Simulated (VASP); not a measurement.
Wanted: the native input for a VASP 6.6.1 run.

- Task: single point
- Functional: r2SCAN
- Potentials or basis: VASP PAW PBE potentials, release 64 (Sc_sv, H)
- Cutoff: 520 eV
- k mesh: 8 × 8 × 8
- Occupations: gaussian, width 0.1 eV
- Spin: no spin polarisation
- Dipole correction: no
- Further INCAR settings: ALGO = Normal; EDIFF = 1e-06; NBANDS = 13

ScH:

```xyz
2
Lattice="-1.5463 1.5463 2.4729 1.5463 -1.5463 2.4729 1.5463 1.5463 -2.4729" Properties=species:S:1:pos:R:3 pbc="T T T"
Sc    0.0000    0.0000    0.0000
H     0.0000    0.0000    2.4729
```

One way to write it, as run:

POSCAR

```
ScH
1.0
   -1.5463449709      1.5463449709      2.4729491376
    1.5463449709     -1.5463449709      2.4729491376
    1.5463449709      1.5463449709     -2.4729491376
Sc H
1 1
Direct
    0.0000000000      0.0000000000      0.0000000000
    0.5000000000      0.5000000000      0.0000000000
```

INCAR.step1

```
SYSTEM = ScH
PREC = Accurate ; ENCUT = 520
ISMEAR = 0 ; SIGMA = 0.1
LREAL = .FALSE. ; LASPH = .TRUE.
NELM = 80 ; NBANDS = 13
GGA = PE ; ALGO = Normal
EDIFF = 1E-4 ; LWAVE = .TRUE.
LCHARG = .FALSE.
```

INCAR.step2

```
SYSTEM = ScH
PREC = Accurate ; ENCUT = 520
EDIFF = 1E-6 ; ISMEAR = 0
SIGMA = 0.1 ; LREAL = .FALSE.
LASPH = .TRUE. ; NELM = 80
ALGO = Normal ; ISIF = 2
LWAVE = .FALSE. ; LCHARG = .TRUE.
METAGGA = R2SCAN ; LMIXTAU = .TRUE.
LELF = .TRUE. ; LVHAR = .TRUE.
NBANDS = 13 ; ISTART = 1
```

KPOINTS

```
Automatic mesh
0
G
  8 8 8
  0 0 0
```

Potentials or basis: VASP PAW PBE potentials, release 64 (Sc_sv, H).

Run with:

```console
$ cat potpaw_PBE.64/Sc_sv/POTCAR potpaw_PBE.64/H/POTCAR > POTCAR
$ cp INCAR.step1 INCAR
$ mpirun -np 1 vasp_std > vasp.out
$ cp INCAR.step2 INCAR
$ mpirun -np 1 vasp_std > vasp.out
```

Results of the run:

```
Pressure               : 0.5 GPa
Band gap on the k mesh : zero (bands 6 and 7 overlap by 1.84 eV)
```

Caveat: the PAW data sets were made with another functional, which shifts forces and pressure a little.

Run time: 84 s on 1 thread of Intel(R) Xeon(R) Platinum 8124M CPU @ 3.00GHz (Skylake/Cascade Lake), on a shared host, peak memory 0.17 GiB.
